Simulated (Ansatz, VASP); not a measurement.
Ag in VASP and in Ansatz

```xyz
1
Lattice="0.0000 2.0431 2.0431 2.0431 0.0000 2.0431 2.0431 2.0431 0.0000" Properties=species:S:1:pos:R:3 pbc="T T T"
Ag    0.0000    0.0000    0.0000
```

Alike in both runs: task single point; functional PBE; k mesh 10 × 10 × 10; occupations gaussian, width 0.15 eV; no spin polarisation.

|  | VASP | Ansatz |
| --- | --- | --- |
| version | VASP 6.6.1 | Ansatz 0.2.0 |
| potentials or method | VASP PAW PBE potentials, release 64 (Ag), cutoff 520 eV | scalar-relativistic, plane waves, PAW |
| valence electrons in the cell | 11 | 19 |

|  | VASP | Ansatz | Ansatz less VASP |
| --- | --- | --- | --- |
| gap on the k mesh at the Fermi level (eV) | none | none | - |
| pressure (GPa) | 4.8 | 5.0 | +0.17 |

A gap of «none» marks a metal or a gap that the smearing closes. VASP's potentials hold 11 valence electrons a cell and Ansatz's 19, so a difference there can come from the potentials and not from the codes.
